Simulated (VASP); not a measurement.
# Tl12O (a cell with a defect) in VASP: notebook

The runs below take Tl12O (a cell with a defect) through relaxation of the atoms, with PBE.

Program: VASP 6.6.1. These are calculated values, not measurements. Logs are shortened: lines on timing, memory, paths and dates and some standing lists are left out, and cuts for length are marked.

## 1. The cell of the first run

The cell holds a defect, 13 atoms: a = 6.920 Å, b = 10.380 Å, c = 5.533 Å, α = 90.00°, β = 90.00°, γ = 120.00°.

## 2. Relaxation of the atoms, PBE

File INCAR:

```
SYSTEM = Tl12O
  ALGO = Normal
  EDIFF = 1E-7
  EDIFFG = -0.03
  ENCUT = 520
  GGA = PE
  IBRION = 2
  ISIF = 2
  ISMEAR = 0
  KPAR = 4
  LASPH = .True.
  LCHARG = .False.
  LREAL = .False.
  LWAVE = .False.
  NELM = 60
  NSW = 80
  PREC = Accurate
  SIGMA = 0.1
```

File KPOINTS:

```
k-points
0
Gamma
  3 2 3
  0 0 0
```

File POSCAR:

```
Tl12O
1.0
    6.9200000000      0.0000000000      0.0000000000
   -5.1900000000      8.9893440000      0.0000000000
    0.0000000000      0.0000000000      5.5325400000
Tl O
12 1
Direct
    0.0000000000      0.0000000000      0.0000000000
    0.1666667000      0.2222222000      0.5000000000
    0.0000000000      0.3333333000      0.0000000000
    0.1666667000      0.5555556000      0.5000000000
    0.0000000000      0.6666667000      0.0000000000
    0.1666667000      0.8888889000      0.5000000000
    0.5000000000      0.0000000000      0.0000000000
    0.6666667000      0.2222222000      0.5000000000
    0.5000000000      0.3333333000      0.0000000000
    0.6666667000      0.5555556000      0.5000000000
    0.5000000000      0.6666667000      0.0000000000
    0.6666667000      0.8888889000      0.5000000000
    0.8379297000      0.4429392000      0.2617246000
```

Potentials or basis: VASP PAW PBE potentials, release 64 (Tl_d, O).

Started as:

```
> cat potpaw_PBE.64/Tl_d/POTCAR potpaw_PBE.64/O/POTCAR > POTCAR
> mpirun -np 4 vasp_std > vasp.out
```

OUTCAR:

```text
SYSTEM = Tl12O
   EDIFF = 1E-7
   EDIFFG = -0.03
   ENCUT = 520
   GGA = PE
   IBRION = 2
   ISIF = 2
   ISMEAR = 0
   LASPH = .True.
   LREAL = .False.
   NELM = 60
   NSW = 80
   PREC = Accurate

 ion  position               nearest neighbor table
   1  0.000  0.000  0.000-  12 3.41  12 3.41   2 3.41   2 3.41   6 3.41   6 3.41   5 3.46   3 3.46
                             9 3.46  11 3.46   7 3.46   7 3.46
   2  0.167  0.222  0.500-   9 3.41   9 3.41   1 3.41   1 3.41   3 3.41   3 3.41   6 3.46  12 3.46
                             8 3.46   8 3.46  10 3.46   4 3.46
   3  0.000  0.333  0.000-  13 2.43   8 3.41   8 3.41   2 3.41   2 3.41   4 3.41   4 3.41   1 3.46
                             7 3.46   9 3.46   9 3.46  11 3.46   5 3.46
   4  0.167  0.556  0.500-  13 2.37  11 3.41  11 3.41   5 3.41   5 3.41   3 3.41   3 3.41   6 3.46
                            12 3.46  10 3.46  10 3.46   8 3.46   2 3.46
   5  0.000  0.667  0.000-  13 2.48  10 3.41  10 3.41   6 3.41   6 3.41   4 3.41   4 3.41   1 3.46
                             7 3.46  11 3.46  11 3.46   9 3.46   3 3.46
   6  0.167  0.889  0.500-   7 3.41   7 3.41   5 3.41   5 3.41   1 3.41   1 3.41   4 3.46   2 3.46
                             8 3.46  10 3.46  12 3.46  12 3.46
   7  0.500  0.000  0.000-   6 3.41   6 3.41   8 3.41   8 3.41  12 3.41  12 3.41   9 3.46  11 3.46
                             3 3.46   5 3.46   1 3.46   1 3.46
   8  0.667  0.222  0.500-  13 2.38   3 3.41   3 3.41   7 3.41   7 3.41   9 3.41   9 3.41  12 3.46
                             6 3.46   2 3.46   2 3.46   4 3.46  10 3.46
   9  0.500  0.333  0.000-  13 2.49   2 3.41   2 3.41   8 3.41   8 3.41  10 3.41  10 3.41   7 3.46
                             1 3.46   3 3.46   3 3.46   5 3.46  11 3.46
  10  0.667  0.556  0.500-  13 2.43   5 3.41   5 3.41  11 3.41  11 3.41   9 3.41   9 3.41  12 3.46
                             6 3.46   4 3.46   4 3.46   2 3.46   8 3.46
  11  0.500  0.667  0.000-   4 3.41   4 3.41  12 3.41  12 3.41  10 3.41  10 3.41   7 3.46   1 3.46
                             5 3.46   5 3.46   3 3.46   9 3.46
  12  0.667  0.889  0.500-   1 3.41   1 3.41  11 3.41  11 3.41   7 3.41   7 3.41   8 3.46  10 3.46
                             2 3.46   4 3.46   6 3.46   6 3.46
  13  0.838  0.443  0.262-   4 2.37   8 2.38  10 2.43   3 2.43   5 2.48   9 2.49

  LATTYP: Found a simple monoclinic cell.
 ALAT       =     6.9200000000
 B/A-ratio  =     0.7995000000
 C/A-ratio  =     1.3228756993
 COS(beta)  =    -0.1889822302

  Lattice vectors:

 A1 = (   6.9200000000,   0.0000000000,   0.0000000000)
 A2 = (   0.0000000000,   0.0000000000,   5.5325400000)
 A3 = (  -1.7300000000,  -8.9893440000,   0.0000000000)

Analysis of symmetry for initial positions (statically):
=====================================================================
 Subroutine PRICEL returns:
 Original cell was already a primitive cell.

 Routine SETGRP: Setting up the symmetry group for a
 simple monoclinic supercell.

 Subroutine GETGRP returns: Found  1 space group operations
 (whereof  1 operations were pure point group operations)
 out of a pool of  4 trial point group operations.

The static configuration has the point symmetry C_1 .

Analysis of symmetry for dynamics (positions and initial velocities):
=====================================================================
 Subroutine PRICEL returns:
 Original cell was already a primitive cell.

 Routine SETGRP: Setting up the symmetry group for a
 simple monoclinic supercell.

 Subroutine GETGRP returns: Found  1 space group operations
 (whereof  1 operations were pure point group operations)
 out of a pool of  4 trial point group operations.

The dynamic configuration has the point symmetry C_1 .

 Subroutine INISYM returns: Found  1 space group operations
 (whereof  1 operations are pure point group operations),
 and found     1 'primitive' translations

----------------------------------------------------------------------------------------

                                     Primitive cell

  volume of cell :     344.1586

  direct lattice vectors                    reciprocal lattice vectors
     6.920000000  0.000000000  0.000000000     0.144508671  0.083432117  0.000000000
    -5.190000000  8.989344000  0.000000000     0.000000000  0.111242823  0.000000000
     0.000000000  0.000000000  5.532540000     0.000000000  0.000000000  0.180748806

  length of vectors
     6.920000000 10.380000267  5.532540000     0.166864238  0.111242823  0.180748806

  position of ions in fractional coordinates (direct lattice)
     0.000000000  0.000000000  0.000000000
     0.166666700  0.222222200  0.500000000
     0.000000000  0.333333300  0.000000000
     0.166666700  0.555555600  0.500000000
     0.000000000  0.666666700  0.000000000
     0.166666700  0.888888900  0.500000000
     0.500000000  0.000000000  0.000000000
     0.666666700  0.222222200  0.500000000
     0.500000000  0.333333300  0.000000000
     0.666666700  0.555555600  0.500000000
     0.500000000  0.666666700  0.000000000
     0.666666700  0.888888900  0.500000000
     0.837929700  0.442939200  0.261724600

[... 44 lines left out ...]
|           W    W  A    A  R    R  N    N  II  N    N   GGGG   !!!           |
|                                                                             |
|     Your reciprocal lattice and k-lattice belong to different lattice       |
|     classes:                                                                |
|                                                                             |
|        The reciprocal lattice is simple monoclinic,                         |
|        whereas your k-lattice is hexagonal.                                 |
|                                                                             |
|     Results are often still useful ...                                      |
|                                                                             |
 -----------------------------------------------------------------------------

 Subroutine IBZKPT returns following result:
 ===========================================

 Found     10 irreducible k-points:

 Following reciprocal coordinates:
            Coordinates               Weight
  0.000000  0.000000  0.000000      1.000000
  0.333333  0.000000  0.000000      2.000000
  0.000000  0.500000  0.000000      1.000000
  0.333333  0.500000  0.000000      2.000000
  0.000000  0.000000  0.333333      2.000000
  0.333333  0.000000  0.333333      2.000000
 -0.333333  0.000000  0.333333      2.000000
  0.000000  0.500000  0.333333      2.000000
  0.333333  0.500000  0.333333      2.000000
 -0.333333  0.500000  0.333333      2.000000
   k-points           NKPTS =     10   k-points in BZ     NKDIM =     10   number of bands    NBANDS=     97
   number of dos      NEDOS =    301   number of ions     NIONS =     13
   total plane-waves  NPLWV = 181440
   dimension x,y,z NGX =    54 NGY =   80 NGZ =   42
   dimension x,y,z NGXF=   108 NGYF=  160 NGZF=   84
   ions per type =              12   1
   NGX,Y,Z   is equivalent  to a cutoff of  12.97, 12.81, 12.62 a.u.
   NGXF,Y,Z  is equivalent  to a cutoff of  25.95, 25.63, 25.24 a.u.
 SYSTEM =  Tl12O
   PREC   = accura    normal or accurate (medium, high low for compatibility)
   ISTART =      0    job   : 0-new  1-cont  2-samecut
   ICHARG =      2    charge: 1-file 2-atom 10-const
   ISPIN  =      1    spin polarized calculation?
   LNONCOLLINEAR =      F non collinear calculations
   LSORBIT =      F    spin-orbit coupling
   LASPH  =      T    aspherical Exc in radial PAW
   ENCUT  =  520.0 eV  38.22 Ry    6.18 a.u.  12.87 19.30 10.29*2*pi/ulx,y,z
   NELM   =     60;   NELMIN=  2; NELMDL= -5     # of ELM steps
   EDIFF  = 0.1E-06   stopping-criterion for ELM
   LREAL  =      F    real-space projection
   EDIFFG = -.3E-01   stopping-criterion for IOM
   NSW    =     80    number of steps for IOM
   IBRION =      2    ionic relax: 0-MD 1-quasi-New 2-CG
   NFREE  =      1    steps in history (QN), initial steepest desc. (CG)
   ISIF   =      2    stress and relaxation
   ISYM   =      2    0-nonsym 1-usesym 2-fastsym
   POTIM  = 0.5000    time-step for ionic-motion
   TEBEG  =    0.0;   TEEND  =   0.0 temperature during run
   PSTRESS=    0.0 pullay stress
   NELECT =     162.0000    total number of electrons
   NUPDOWN=      -1.0000    fix difference up-down
   EMIN   =  10.00;   EMAX   =-10.00  energy-range for DOS
   EFERMI =   0.00;   METHOD = LEGACY
   ISMEAR =     0;   SIGMA  =   0.10  broadening in eV -4-tet -1-fermi 0-gaus
   EFERMI_NEDOS =   21; number of points for ismear=-14 and -15
   IALGO  =     38    algorithm
   IMIX   =      4    mixing-type and parameters
     AMIX     =   0.40;   BMIX     =  1.00
     AMIX_MAG =   1.60;   BMIX_MAG =  1.00
  volume/ion in A,a.u.               =      26.47       178.65
  Fermi-wavevector in a.u.,A,eV,Ry     =   1.273484  2.406536 22.065417  1.621762
  Thomas-Fermi vector in A             =   2.406305
   LORBIT       =      0    0 simple, 1 ext, 2 COOP (PROOUT), +10 PAW based schemes
   GGA     = PE    functional components
   LHFCALC =     F    Hartree Fock is set to
   AEXX    =    0.0000 exact exchange contribution
   IVDW    =     0    specifies the selected vdW correction
   LEPSILON=     F    determine dielectric tensor
   LRPA    =     F    only Hartree local field effects (RPA)
 conjugate gradient relaxation of ions
 non-spin polarized calculation
 Gauss-broadening in eV      SIGMA  =   0.10
  energy-cutoff  :      520.00
  volume of cell :      344.16
 maximum number of plane-waves:      9300
 NGX is ok and might be reduce to    54
   NGX = 25   NGY = 39   NGZ = 21

--------------------------------------- Ionic step        1  -------------------------------------------

 number of electron     162.0000003 magnetization

 Free energy of the ion-electron system (eV)
  ---------------------------------------------------
  ext. energy  EPLUGINS =         0.00000000
  ---------------------------------------------------
  free energy    TOTEN  =       -32.08375173 eV

  energy without entropy =      -32.04915799  energy(sigma->0) =      -32.06645486

------------------------ aborting loop because EDIFF is reached ----------------------------------------

  FORCE on cell =-STRESS in cart. coord.  units (eV):
  Direction    XX          YY          ZZ          XY          YZ          ZX
  --------------------------------------------------------------------------------------
  -------------------------------------------------------------------------------------
  Total       11.0166731     11.2592408      9.0347259     -0.2094944     -0.0295353      0.3051597
  in kB       51.2864202     52.4156569     42.0597713     -0.9752687     -0.1374969      1.4206239
  external PRESSURE =      48.5872828 kB  Pullay stress =       0.0000000 kB
[... 122 lines left out ...]
  FREE ENERGIE OF THE ION-ELECTRON SYSTEM (eV)
  ---------------------------------------------------
  free  energy   TOTEN  =       -32.2431591202 eV

  energy  without entropy=      -32.2076280539  energy(sigma->0) =      -32.22539359

[... ionic steps 4 to 8 ...]

--------------------------------------- Ionic step        9  -------------------------------------------

 number of electron     162.0000003 magnetization

------------------------ aborting loop because EDIFF is reached ----------------------------------------
[... 89 lines left out ...]
--------------------------------------- Ionic step       11  -------------------------------------------

 number of electron     162.0000001 magnetization

 Free energy of the ion-electron system (eV)
  ---------------------------------------------------
  ext. energy  EPLUGINS =         0.00000000
  ---------------------------------------------------
  free energy    TOTEN  =       -32.28552628 eV

  energy without entropy =      -32.25338594  energy(sigma->0) =      -32.26945611

 E-fermi :   6.6497     XC(G=0): -10.3012

 val. band max:        6.6462880986   @ k =   0.3333   0.5000   0.3333
 cond. band min:       6.6805317602   @ k =   0.3333   0.5000   0.3333
 fundamental gap:      0.0342436616
 Fermi energy:         6.6497206187

 k-point     1 :       0.0000    0.0000    0.0000
  band No.  band energies     occupation
      1     -11.1928      2.00000
      2      -5.2321      2.00000
      3      -5.2128      2.00000
      4      -5.1444      2.00000
      5      -5.1299      2.00000
      6      -5.1256      2.00000
[... 949 lines left out ...]
     92      10.2560      0.00000
     93      10.3975      0.00000
 [bands above 93 left out]

------------------------ aborting loop because EDIFF is reached ----------------------------------------

  FORCE on cell =-STRESS in cart. coord.  units (eV):
  Direction    XX          YY          ZZ          XY          YZ          ZX
  --------------------------------------------------------------------------------------
  -------------------------------------------------------------------------------------
  Total        9.2925352      9.4790469      7.7694958     -0.5766956      0.0117194      0.3849019
  in kB       43.2599627     44.1282393     36.1696878     -2.6847172      0.0545578      1.7918514
  external PRESSURE =      41.1859632 kB  Pullay stress =       0.0000000 kB
[... 28 lines left out ...]
  FREE ENERGIE OF THE ION-ELECTRON SYSTEM (eV)
  ---------------------------------------------------
  free  energy   TOTEN  =       -32.2855262756 eV

  energy  without entropy=      -32.2533859373  energy(sigma->0) =      -32.26945611

 reached required accuracy - stopping structural energy minimisation
```

Wall time 11 min (4 MPI ranks of Intel Xeon 6975P-C (Granite Rapids), shared host); peak memory 0.6 GiB.

What came out:

- Free energy: -32.2855 eV
- Energy gained by relaxing: 15.5 meV/atom
- Ionic steps: 11
- Pressure after relaxing: 4.1 GPa
- Largest force after relaxing: 0.022 eV/Å
- Band gap on the k mesh: zero (bands 81 and 82 overlap by 0.70 eV)

Forces in eV/Å, atoms in the order of the input:
```
Tl  -0.001  0.000  0.007
Tl  -0.009 -0.011  0.009
Tl  -0.007 -0.009 -0.014
Tl  -0.002 -0.006  0.011
Tl   0.006  0.001 -0.004
Tl  -0.004 -0.017  0.005
Tl   0.007  0.021 -0.002
Tl  -0.008  0.000  0.002
Tl   0.002  0.003 -0.013
Tl   0.007  0.012  0.011
Tl   0.008  0.004 -0.010
Tl  -0.002 -0.006 -0.004
O    0.001  0.006  0.003
```

Stress tensor (GPa, compression positive):
```
 4.33 -0.27  0.18
-0.27  4.41  0.01
 0.18  0.01  3.62
```

The path:
```
step  energy change (eV)  largest force (eV/Å)  pressure (GPa)
   1              0.0000                0.7896            4.86
   2             -0.1021                0.4321            4.52
   3             -0.1594                0.2477            4.12
   4             -0.1595                0.2460            4.13
   5             -0.1697                0.2008            4.13
   6             -0.1867                0.1026            4.14
   7             -0.1878                0.1394            4.15
   8             -0.1934                0.1010            4.14
   9             -0.1994                0.0542            4.12
  10             -0.2015                0.0301            4.12
  11             -0.2018                0.0222            4.12
```

Final structure:
```
CELL_PARAMETERS angstrom
6.92000 0.00000 0.00000
-5.19000 8.98934 0.00000
0.00000 0.00000 5.53254
ATOMIC_POSITIONS crystal
Tl 0.99853 0.99705 0.99266
Tl 0.16516 0.21854 0.47300
Tl 0.00433 0.33161 0.98399
Tl 0.17664 0.55667 0.51677
Tl 0.00808 0.67417 0.99357
Tl 0.16078 0.88826 0.49066
Tl 0.50340 0.99880 0.01070
Tl 0.65689 0.21397 0.50914
Tl 0.49293 0.33342 0.98620
Tl 0.66272 0.55627 0.51620
Tl 0.50272 0.67061 0.02856
Tl 0.66965 0.89333 0.50832
O 0.83610 0.44356 0.25198
```

Caveat: the k points lie up to 0.38 Å⁻¹ apart, too coarse for converged energies and pressures of a metal; spin-orbit coupling is left out, which moves the levels of the heavy elements.

(Continued in part 2 of 2.)

The gap in the log of VASP goes by the Fermi energy; the results here count the filled bands.